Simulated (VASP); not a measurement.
# MoS2 (P6_3/mmc) in VASP: a series of runs

Runs on MoS2. Level: PBE+D3(BJ). Tasks: single point, relaxation of cell and atoms.

All numbers are computed with VASP 6.6.1; they aren't measurements. Logs are shortened: lines on timing, memory, paths and dates and some standing lists are left out, and cuts for length are marked.

## (1) The cell of the first run

The structure is hexagonal, space group P6_3/mmc (No. 194). The conventional cell has a = 3.104 Å, b = 3.104 Å, c = 11.522 Å, α = 90.00°, β = 90.00°, γ = 120.00°. Within 3.2 Å of Mo (site symmetry -6m2) lie 6 S at 2.38 Å and 6 Mo at 3.10 Å. S (site symmetry 3m) has 3 Mo at 2.38 Å and 10 S at 3.10 to 3.17 Å within 3.2 Å.

## (2) Single point, PBE+D3(BJ)

INCAR reads:

```
PREC = Accurate
ENCUT = 520
EDIFF = 1E-6
ISMEAR = 0
SIGMA = 0.1
LREAL = F
LASPH = T
NELM = 80
ALGO = Normal
ISIF = 2
LWAVE = F
LCHARG = F
GGA = PE
IVDW = 12
NBANDS = 35
```

KPOINTS reads:

```
Automatic mesh
0
Gamma
  9 9 2
```

POSCAR reads:

```
MoS2
1.0
    3.1038952477      0.0000000000      0.0000000000
   -1.5519476239      2.6880521352      0.0000000000
    0.0000000000      0.0000000000     11.5215921913
Mo S
2 4
Direct
    0.3333333333      0.6666666667      0.2500000000
    0.6666666667      0.3333333333      0.7500000000
    0.3333333333      0.6666666667      0.6137260575
    0.6666666667      0.3333333333      0.1137260575
    0.3333333333      0.6666666667      0.8862739425
    0.6666666667      0.3333333333      0.3862739425
```

Potentials or basis: VASP PAW PBE potentials, release 64 (Mo_sv, S).

Started as:

```sh
$ cat potpaw_PBE.64/Mo_sv/POTCAR potpaw_PBE.64/S/POTCAR > POTCAR
$ mpirun -np 1 vasp_std > vasp.out
```

OUTCAR:

```text
PREC = Accurate
   ENCUT = 520
   EDIFF = 1E-6
   ISMEAR = 0
   LREAL = F
   LASPH = T
   NELM = 80
   ISIF = 2
   GGA = PE
   IVDW = 12
 IVDW          = 12

 ion  position               nearest neighbor table
   1  0.333  0.667  0.250-   4 2.38   6 2.38   4 2.38   6 2.38   4 2.38   6 2.38
   2  0.667  0.333  0.750-   3 2.38   5 2.38   3 2.38   5 2.38   3 2.38   5 2.38
   3  0.333  0.667  0.614-   2 2.38   2 2.38   2 2.38
   4  0.667  0.333  0.114-   1 2.38   1 2.38   1 2.38
   5  0.333  0.667  0.886-   2 2.38   2 2.38   2 2.38
   6  0.667  0.333  0.386-   1 2.38   1 2.38   1 2.38

  LATTYP: Found a hexagonal cell.
 ALAT       =     3.1038952477
 C/A-ratio  =     3.7119784245

  Lattice vectors:

 A1 = (   3.1038952477,   0.0000000000,   0.0000000000)
 A2 = (  -1.5519476239,   2.6880521352,   0.0000000000)
 A3 = (   0.0000000000,   0.0000000000,  11.5215921913)

Analysis of symmetry for initial positions (statically):
=====================================================================
 Subroutine PRICEL returns:
 Original cell was already a primitive cell.

 Routine SETGRP: Setting up the symmetry group for a
 hexagonal supercell.

 Subroutine GETGRP returns: Found 24 space group operations
 (whereof 12 operations were pure point group operations)
 out of a pool of 24 trial point group operations.

The static configuration has the point symmetry D_3d.
 The point group associated with its full space group is D_6h.

Analysis of symmetry for dynamics (positions and initial velocities):
=====================================================================
 Subroutine PRICEL returns:
 Original cell was already a primitive cell.

 Routine SETGRP: Setting up the symmetry group for a
 hexagonal supercell.

 Subroutine GETGRP returns: Found 24 space group operations
 (whereof 12 operations were pure point group operations)
 out of a pool of 24 trial point group operations.

The dynamic configuration has the point symmetry D_3d.
 The point group associated with its full space group is D_6h.

 Subroutine INISYM returns: Found 24 space group operations
 (whereof 12 operations are pure point group operations),
 and found     1 'primitive' translations

----------------------------------------------------------------------------------------

                                     Primitive cell

  volume of cell :      96.1296

  direct lattice vectors                    reciprocal lattice vectors
     3.103895248  0.000000000  0.000000000     0.322175821  0.186008297  0.000000000
    -1.551947624  2.688052135  0.000000000     0.000000000  0.372016594  0.000000000
     0.000000000  0.000000000 11.521592191     0.000000000  0.000000000  0.086793560

  length of vectors
     3.103895248  3.103895248 11.521592191     0.372016594  0.372016594  0.086793560

  position of ions in fractional coordinates (direct lattice)
     0.333333333  0.666666667  0.250000000
     0.666666667  0.333333333  0.750000000
     0.333333333  0.666666667  0.613726058
     0.666666667  0.333333333  0.113726058
     0.333333333  0.666666667  0.886273942
     0.666666667  0.333333333  0.386273942

  ion indices of the primitive-cell ions
   primitive index   ion index
                 1           1
                 2           2
                 3           3
                 4           4
                 5           5
                 6           6

----------------------------------------------------------------------------------------

 KPOINTS: Automatic mesh

Automatic generation of k-mesh.
 Grid dimensions read from file:
 generate k-points for:    9    9    2

 Generating k-lattice:

  Cartesian coordinates                     Fractional coordinates (reciprocal lattice)
     0.035797313  0.020667589  0.000000000     0.111111111 -0.000000000  0.000000000
     0.000000000  0.041335177  0.000000000     0.000000000  0.111111111  0.000000000
     0.000000000  0.000000000  0.043396780     0.000000000  0.000000000  0.500000000

  Length of vectors
     0.041335177  0.041335177  0.043396780

  Shift w.r.t. Gamma in fractional coordinates (k-lattice)
     0.000000000  0.000000000  0.000000000

 Subroutine IBZKPT returns following result:
 ===========================================

 Found     24 irreducible k-points:

 Following reciprocal coordinates:
            Coordinates               Weight
  0.000000  0.000000  0.000000      1.000000
  0.111111 -0.000000  0.000000      6.000000
  0.222222  0.000000  0.000000      6.000000
  0.333333  0.000000  0.000000      6.000000
  0.444444  0.000000  0.000000      6.000000
  0.111111  0.111111  0.000000      6.000000
[... 16 lines left out ...]
  0.333333  0.222222  0.500000     12.000000
  0.333333  0.333333  0.500000      2.000000
   k-points           NKPTS =     24   k-points in BZ     NKDIM =     24   number of bands    NBANDS=     35
   number of dos      NEDOS =    301   number of ions     NIONS =      6
   total plane-waves  NPLWV =  51840
   dimension x,y,z NGX =    24 NGY =   24 NGZ =   90
   dimension x,y,z NGXF=    48 NGYF=   48 NGZF=  180
   ions per type =               2   4
   NGX,Y,Z   is equivalent  to a cutoff of  12.85, 12.85, 12.99 a.u.
   NGXF,Y,Z  is equivalent  to a cutoff of  25.71, 25.71, 25.97 a.u.
 SYSTEM =  unknown system
   PREC   = accura    normal or accurate (medium, high low for compatibility)
   ISTART =      0    job   : 0-new  1-cont  2-samecut
   ICHARG =      2    charge: 1-file 2-atom 10-const
   ISPIN  =      1    spin polarized calculation?
   LNONCOLLINEAR =      F non collinear calculations
   LSORBIT =      F    spin-orbit coupling
   LASPH  =      T    aspherical Exc in radial PAW
   ENCUT  =  520.0 eV  38.22 Ry    6.18 a.u.   5.77  5.77 21.42*2*pi/ulx,y,z
   NELM   =     80;   NELMIN=  2; NELMDL= -5     # of ELM steps
   EDIFF  = 0.1E-05   stopping-criterion for ELM
   LREAL  =      F    real-space projection
   EDIFFG = 0.1E-04   stopping-criterion for IOM
   NSW    =      0    number of steps for IOM
   IBRION =     -1    ionic relax: 0-MD 1-quasi-New 2-CG
   NFREE  =      0    steps in history (QN), initial steepest desc. (CG)
   ISIF   =      2    stress and relaxation
   ISYM   =      2    0-nonsym 1-usesym 2-fastsym
   POTIM  = 0.5000    time-step for ionic-motion
   TEBEG  =    0.0;   TEEND  =   0.0 temperature during run
   PSTRESS=    0.0 pullay stress
   NELECT =      52.0000    total number of electrons
   NUPDOWN=      -1.0000    fix difference up-down
   EMIN   =  10.00;   EMAX   =-10.00  energy-range for DOS
   EFERMI =   0.00;   METHOD = LEGACY
   ISMEAR =     0;   SIGMA  =   0.10  broadening in eV -4-tet -1-fermi 0-gaus
   EFERMI_NEDOS =   21; number of points for ismear=-14 and -15
   IALGO  =     38    algorithm
   IMIX   =      4    mixing-type and parameters
     AMIX     =   0.40;   BMIX     =  1.00
     AMIX_MAG =   1.60;   BMIX_MAG =  1.00
  volume/ion in A,a.u.               =      16.02       108.12
  Fermi-wavevector in a.u.,A,eV,Ry     =   1.333901  2.520707 24.208728  1.779291
  Thomas-Fermi vector in A             =   2.462724
   LORBIT       =      0    0 simple, 1 ext, 2 COOP (PROOUT), +10 PAW based schemes
   GGA     = PE    functional components
   LHFCALC =     F    Hartree Fock is set to
   AEXX    =    0.0000 exact exchange contribution
   IVDW    =    12    specifies the selected vdW correction
   LEPSILON=     F    determine dielectric tensor
   LRPA    =     F    only Hartree local field effects (RPA)
 non-spin polarized calculation
 Gauss-broadening in eV      SIGMA  =   0.10
  energy-cutoff  :      520.00
  volume of cell :       96.13
 maximum number of plane-waves:      2604
 NGX is ok and might be reduce to    24
   NGX = 11   NGY = 11   NGZ = 43

 number of electron      51.9999999 magnetization

 Free energy of the ion-electron system (eV)
  ---------------------------------------------------
  ext. energy  EPLUGINS =         0.00000000
  ---------------------------------------------------
  free energy    TOTEN  =       -43.20704806 eV

  energy without entropy =      -43.20704765  energy(sigma->0) =      -43.20704786

 E-fermi :   9.4616     XC(G=0): -11.4994

 val. band max:        9.1877036102   @ k =   0.0000   0.0000   0.0000
 cond. band min:       9.7756167291   @ k =   0.2222   0.1111   0.0000
 fundamental gap:      0.5879131189
 Fermi energy:         9.4615791441

 k-point     1 :       0.0000    0.0000    0.0000
  band No.  band energies     occupation
      1     -52.4841      2.00000
      2     -52.4841      2.00000
      3     -26.6821      2.00000
      4     -26.6817      2.00000
      5     -26.3861      2.00000
      6     -26.3861      2.00000
[... 27 lines left out ...]
     34      11.6179      0.00000
     35      14.9111      0.00000

 k-point     2 :       0.1111   -0.0000    0.0000
  band No.  band energies     occupation
      1     -52.4780      2.00000
      2     -52.4780      2.00000
      3     -26.6705      2.00000
      4     -26.6702      2.00000
      5     -26.4439      2.00000
      6     -26.4439      2.00000
[... 27 lines left out ...]
     34      11.6140      0.00000
     35      15.7931      0.00000

 k-point     3 :       0.2222    0.0000    0.0000
  band No.  band energies     occupation
      1     -52.4625      2.00000
      2     -52.4625      2.00000
      3     -26.6412      2.00000
      4     -26.6409      2.00000
      5     -26.5882      2.00000
      6     -26.5882      2.00000
[... 27 lines left out ...]
     34      12.3307      0.00000
     35      16.5575      0.00000
[... 723 lines left out ...]
 k-point    23 :       0.3333    0.2222    0.5000
  band No.  band energies     occupation
      1     -52.4282      2.00000
      2     -52.4282      2.00000
      3     -26.7943      2.00000
      4     -26.7943      2.00000
      5     -26.6104      2.00000
      6     -26.6104      2.00000
[... 27 lines left out ...]
     34      13.2379      0.00000
     35      15.8237      0.00000

 k-point    24 :       0.3333    0.3333    0.5000
  band No.  band energies     occupation
      1     -52.4251      2.00000
      2     -52.4251      2.00000
      3     -26.7462      2.00000
      4     -26.7462      2.00000
      5     -26.6936      2.00000
      6     -26.6936      2.00000
[... 27 lines left out ...]
     34      13.4012      0.00000
     35      15.9659      0.00000

------------------------ aborting loop because EDIFF is reached ----------------------------------------

 Edisp (eV)   -2.84648

 E8    (eV) :    -1.1478

  FORCE on cell =-STRESS in cart. coord.  units (eV):
  Direction    XX          YY          ZZ          XY          YZ          ZX
  --------------------------------------------------------------------------------------
  -------------------------------------------------------------------------------------
  Total       3.20465     3.20465     3.07943    -0.00000     0.00000     0.00000
  in kB      53.41135    53.41135    51.32430    -0.00000     0.00000     0.00000
  external pressure =       52.72 kB  Pullay stress =        0.00 kB

 VOLUME and BASIS-vectors are now :
 -----------------------------------------------------------------------------
  energy-cutoff  :      520.00
  volume of cell :       96.13
      direct lattice vectors                 reciprocal lattice vectors
     3.103895248  0.000000000  0.000000000     0.322175821  0.186008297  0.000000000
    -1.551947624  2.688052135  0.000000000     0.000000000  0.372016594  0.000000000
     0.000000000  0.000000000 11.521592191     0.000000000  0.000000000  0.086793560

 POSITION                                       TOTAL-FORCE (eV/Angst)
 -----------------------------------------------------------------------------------
     -0.00000      1.79203      2.88040        -0.000000      0.000000      0.000000
      1.55195      0.89602      8.64119         0.000000     -0.000000      0.000000
     -0.00000      1.79203      7.07110        -0.000000     -0.000000      0.028641
      1.55195      0.89602      1.31031         0.000000      0.000000      0.028641
     -0.00000      1.79203     10.21129        -0.000000     -0.000000     -0.028641
      1.55195      0.89602      4.45049         0.000000     -0.000000     -0.028641
 -----------------------------------------------------------------------------------
    total drift:                               -0.000000      0.000000     -0.000000

  FREE ENERGIE OF THE ION-ELECTRON SYSTEM (eV)
  ---------------------------------------------------
  free  energy   TOTEN  =       -46.0535284031 eV

  energy  without entropy=      -46.0535279926  energy(sigma->0) =      -46.05352820
```

It took 62 s on 1 thread of Intel Xeon Platinum 8488C (Sapphire Rapids), shared host; peak memory 0.25 GiB.

Results:

| Property | Result |
| --- | --- |
| Free energy | -46.0535 eV |
| Pressure | 5.3 GPa |
| Largest force | 0.029 eV/Å |
| Band gap on the k mesh | 0.59 eV (least direct gap 1.81 eV) |
| Dispersion energy per atom | -0.474 eV |

Forces on the atoms (eV/Å):
```
Mo   0.000  0.000  0.000
Mo   0.000  0.000  0.000
S    0.000  0.000  0.029
S    0.000  0.000  0.029
S    0.000  0.000 -0.029
S    0.000  0.000 -0.029
```

Caveat: the cell stands under pressure; semilocal functionals underestimate gaps, and a narrow one can read as zero.

## (3) Relaxation of cell and atoms, PBE+D3(BJ), target pressure 5.6 GPa, at which the enthalpy is minimised

INCAR reads:

```
SYSTEM = MoS2
PREC = Accurate ; ENCUT = 600
EDIFF = 1E-6 ; ISMEAR = 0
SIGMA = 0.1 ; LREAL = .False.
LASPH = .True. ; NELM = 80
ALGO = Normal ; ISIF = 3
LWAVE = .False. ; LCHARG = .False.
GGA = PE ; IVDW = 12
IBRION = 2 ; NSW = 80
EDIFFG = -0.05 ; PSTRESS = 56.0
```

KPOINTS reads:

```
regular mesh
0
Gamma
  9 9 2
  0 0 0
```

POSCAR is that of step 2.

Potentials or basis: VASP PAW PBE potentials, release 64 (Mo_sv, S).

Started as:

```sh
$ cat potpaw_PBE.64/Mo_sv/POTCAR potpaw_PBE.64/S/POTCAR > POTCAR
$ mpirun -np 1 vasp_std > vasp.out
```

Run time: 90 s. Hardware: 1 thread of Intel Xeon Platinum 8488C (Sapphire Rapids), shared host; peak memory 0.29 GiB.

Results (log left out):

| Property | Result |
| --- | --- |
| Free energy | -46.0551 eV |
| Pressure after relaxing | 5.3 GPa |
| Largest force after relaxing | 0.029 eV/Å |
| Band gap on the k mesh | 0.59 eV (least direct gap 1.81 eV) |
| Dispersion energy per atom | -0.474 eV |

Forces on the atoms (eV/Å):
```
Mo   0.000  0.000  0.000
Mo   0.000  0.000  0.000
S    0.000  0.000  0.029
S    0.000  0.000  0.029
S    0.000  0.000 -0.029
S    0.000  0.000 -0.029
```

Stress tensor (GPa, compression positive):
```
5.34 0.00 0.00
0.00 5.34 0.00
0.00 0.00 5.13
```

Final structure:
```
Mo S
1.0
     3.10390    0.00000    0.00000
    -1.55195    2.68805    0.00000
     0.00000    0.00000   11.52159
Mo S
2 4
Direct
  0.33333 0.66667 0.25000
  0.66667 0.33333 0.75000
  0.33333 0.66667 0.61373
  0.66667 0.33333 0.11373
  0.33333 0.66667 0.88627
  0.66667 0.33333 0.38627
```

Levels at points of the mesh, in eV from the valence-band top:
```
           k point  band 22  band 23  band 24  band 25  band 26  band 27  band 28  band 29  band 30  band 31
(0.00, 0.00, 0.00)    -2.26    -2.26    -1.65    -0.85     0.00     1.98     1.98     2.02     2.02     2.04
(0.00, 0.00, 0.50)    -2.32    -2.32    -2.32    -0.23    -0.23     1.96     1.96     1.97     1.97     2.27
```

Caveat: the relaxation stopped at its first step, so nothing moved; the cell is relaxed towards a set pressure, so the run minimises the enthalpy, not the energy; semilocal functionals underestimate gaps, and a narrow one can read as zero; the relaxation stopped at a loose force limit of 0.05 eV/Å, so its end isn't a converged minimum. A k mesh can miss the band edges.

[end of part 1 of 2]
